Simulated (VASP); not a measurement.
Set up this calculation in VASP 6.6.1, as the native input.

```
Task                   : relaxation of cell and atoms
Functional             : PBE
Potentials or basis    : VASP PAW PBE potentials, release 64 (Bi_d)
Cutoff                 : 600 eV
k mesh                 : 16 × 16 × 16
Occupations            : fermi-dirac, width 0.05 eV
Spin                   : no spin polarisation
Dipole correction      : no
Further INCAR settings : ALGO = Normal; EDIFF = 1e-06; IBRION = 2; EDIFFG = -0.005; NSW = 100; ISIF = 3
```

The structure of Bi lies in POSCAR:

```
Bi
1.0
    0.0000000000      2.2133533911      2.2133533911
    2.2133533911      0.0000000000      2.2133533911
    2.2133533911      2.2133533911      0.0000000000
Bi
1
Direct
    0.0000000000      0.0000000000      0.0000000000
```

These files were run (other wordings do the same):

INCAR

```
PREC = Accurate ; ENCUT = 600
EDIFF = 1E-6 ; ISMEAR = -1
SIGMA = 0.05 ; LREAL = F
LASPH = T ; NELM = 60
ALGO = Normal ; ISIF = 3
LWAVE = F ; LCHARG = F
GGA = PE ; IBRION = 2
NSW = 100 ; EDIFFG = -0.005
```

KPOINTS

```
regular mesh
0
Gamma
  16 16 16
```

Potentials or basis: VASP PAW PBE potentials, release 64 (Bi_d).

Run with:

```console
$ cat potpaw_PBE.64/Bi_d/POTCAR > POTCAR
$ mpirun -np 1 vasp_std > vasp.out
```

Results of the run:

```
Relaxed volume                         : 31.76 Å³/atom
Relaxed cell                           : a = 3.555 Å, b = 3.555 Å, c = 3.555 Å, α = 60.00°, β = 60.00°, γ = 60.00°
Space group after relaxing (to 0.05 Å) : Fm-3m (No. 225)
Energy gained by relaxing              : 1051.4 meV/atom
Ionic steps                            : 24
Pressure after relaxing                : 0.0 GPa
```

Caveat: the volume moved by over 15 % at a fixed basis, so the end points are rough.

It took 3.1 min on 1 thread of Intel(R) Xeon(R) 6975P-C (Granite Rapids) (shared host), peak memory 0.19 GiB.
